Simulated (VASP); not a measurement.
Crystal: NaF.

```
CELL_PARAMETERS angstrom
0.00000 2.35030 2.35030
2.35030 0.00000 2.35030
2.35030 2.35030 0.00000
ATOMIC_POSITIONS crystal
Na 0.00000 0.00000 0.00000
F 0.50000 0.50000 0.50000
```

| Property | Result |
| --- | --- |
| Program | VASP 6.6.1 |
| Task | relaxation of cell and atoms |
| Functional | r2SCAN |
| Potentials or basis | VASP PAW PBE potentials, release 64 (Na_pv, F) |
| Cutoff | 600 eV |
| k mesh | 8 × 8 × 8 |
| Occupations | fermi-dirac, width 0.02 eV |
| Spin | no spin polarisation |

At the start: pressure -3.8 GPa; volume 12.98 Å³/atom.

Q: Where does the relaxation end?

A: Over 4 steps the energy falls by 14.3 meV/atom and the volume is 11.94 Å³/atom (-8.1 %); space group Fm-3m (No. 225, to 0.05 Å).

The path:
```csv
step,energy change (eV),largest force (eV/Å),pressure (GPa),volume (Å³)
1,0.0000,0.0000,-3.81,25.97
2,-0.0219,0.0000,-2.01,24.82
3,-0.0278,0.0000,-0.67,24.18
4,-0.0287,0.0000,0.04,23.87
```

Final structure:
```
Na F
1.0
     0.00000    2.28529    2.28529
     2.28529    0.00000    2.28529
     2.28529    2.28529    0.00000
Na F
1 1
Direct
  0.00000 0.00000 0.00000
  0.50000 0.50000 0.50000
```

Caveat: the PAW data sets were made with another functional, which shifts forces and pressure a little.
